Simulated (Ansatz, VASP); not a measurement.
Ir in VASP and in Ansatz

```
CELL_PARAMETERS angstrom
0.00000 1.96769 2.01568
1.96769 0.00000 2.01568
1.96769 1.96769 0.00000
ATOMIC_POSITIONS crystal
Ir 0.00000 0.00000 0.00000
```

Change from the starting cell: strain +0.025 along x and y, +0.050 along z, atoms carried along.

Alike in both runs: task single point; functional PBE; k mesh 22 × 22 × 22; occupations gaussian, width 0.15 eV; no spin polarisation.

|  | VASP | Ansatz |
| --- | --- | --- |
| version | VASP 6.6.1 | Ansatz 0.2.0 |
| potentials or method | VASP PAW PBE potentials, release 64 (Ir), cutoff 520 eV | scalar-relativistic, plane waves, PAW |
| valence electrons in the cell | 9 | 17 |

|  | VASP | Ansatz | Ansatz less VASP |
| --- | --- | --- | --- |
| gap on the k mesh at the Fermi level (eV) | none | none | - |
| pressure (GPa) | -20.9 | -21.0 | -0.13 |
| traceless stress, the component that is largest in VASP (GPa) | -4.51 | -4.55 | -0.038 |

A gap of «none» marks a metal or a gap that the smearing closes. The functional is the same, so the differences come from potentials, cutoffs and numerics. VASP's potentials hold 9 valence electrons a cell and Ansatz's 17, so a difference there can come from the potentials and not from the codes.

Spin-orbit coupling is off throughout.
